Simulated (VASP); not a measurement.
Runs of VASP 6.6.1 on Al2BC3. The structure is that of space group P-6m2 (No. 187), or close to it. The cells are those of the table. 

```tsv
task	cell	k mesh	cutoff (eV)	gap on the mesh (eV)	pressure (GPa)	largest force (eV/Å)
relaxation of cell and atoms	relaxed from a = 3.529, b = 3.529, c = 7.068 Å, angles 90.0, 90.0, 120.0°, 6 atoms	6 × 6 × 4	600	none	0.1	0.02
single point	a = 2.631, b = 2.631, c = 11.432 Å, angles 90.0, 90.0, 120.0°, 6 atoms	18 × 18 × 4	520	none	0.1	-
single point	a = 3.529, b = 3.529, c = 7.068 Å, angles 90.0, 90.0, 120.0°, 6 atoms	6 × 6 × 4	520	none	-27.8	(a)
single point	a = 2.631, b = 2.631, c = 11.338 Å, angles 90.0, 90.0, 120.0°, 6 atoms	6 × 6 × 4	520	none	0.1	0.01
```

Alike in all rows: level PBE; potentials or basis VASP PAW PBE potentials, release 64 (Al, B, C); no spin polarisation; smearing gaussian 0.1 eV.

Task: Estimate the missing entries.

Result: (a) 0.72.

Caveats: some runs use coarse meshes.

A gap of «none» marks levels without a gap at the run's occupations.
